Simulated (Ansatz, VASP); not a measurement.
## One calculation of SnO, two programs

```xyz
4
Lattice="3.3550 0.0000 0.0000 0.0000 5.6741 0.0000 0.0000 0.0000 4.2220" Properties=species:S:1:pos:R:3 pbc="T T T"
Sn    3.2717    1.2030    2.0439
Sn    1.6630    4.2170    0.0171
O     3.3024    5.0071    3.1440
O     1.6339    0.7210    0.9160
```

Alike in both runs: task single point; functional LDA; k mesh 4 × 2 × 3; no spin polarisation.

|  | VASP | Ansatz |
| --- | --- | --- |
| version | VASP 6.6.1 | Ansatz 0.2.0 |
| potentials or method | VASP PAW LDA potentials, release 64 (Sn_d, O), cutoff 520 eV | plane waves, PAW |
| occupations | gaussian, width 0.01 eV | fixed |
| valence electrons in the cell | 40 | 40 |

```csv
,VASP,Ansatz,Ansatz less VASP
gap on the k mesh at the Fermi level (eV),1.47,1.48,+0.012
```

LDA's correlation is that of Perdew and Zunger in VASP and of Perdew and Wang (1992) in Ansatz.

The k mesh is coarse, so the values compare programs but aren't converged.
